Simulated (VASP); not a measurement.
A run of VASP 6.6.1:

The input INCAR:

```
ALGO = Fast
EDIFF = 1E-7
EDIFFG = -0.01
ENCUT = 600
GGA = PE
IBRION = 2
ISIF = 3
ISMEAR = 0
LASPH = T
LCHARG = F
LREAL = F
LWAVE = F
NELM = 60
NSW = 100
PREC = Accurate
SIGMA = 0.1
```

KPOINTS

```
k-points
0
Gamma
  16 16 16
```

The input POSCAR:

```
AlTl
1.0
    0.0000000000      3.2118561396      3.2118561396
    3.2118561396      0.0000000000      3.2118561396
    3.2118561396      3.2118561396      0.0000000000
Al Tl
1 1
Direct
    0.0000000000      0.0000000000      0.0000000000
    0.7500000000      0.7500000000      0.7500000000
```

Potentials or basis: VASP PAW PBE potentials, release 64 (Al, Tl_d).

Command:

```console
$ cat potpaw_PBE.64/Al/POTCAR potpaw_PBE.64/Tl_d/POTCAR > POTCAR
$ mpirun -np 1 vasp_std > vasp.out
```

Hardware: 1 thread of Oxide Virtual Turin-like Processor (shared host).

Q: How long does it take, and how much memory?

A: It took 8.4 min on 1 thread of Oxide Virtual Turin-like Processor, on a shared host, peak memory 0.3 GiB. Counts: scf iterations 29, k points 145, ion steps 3.
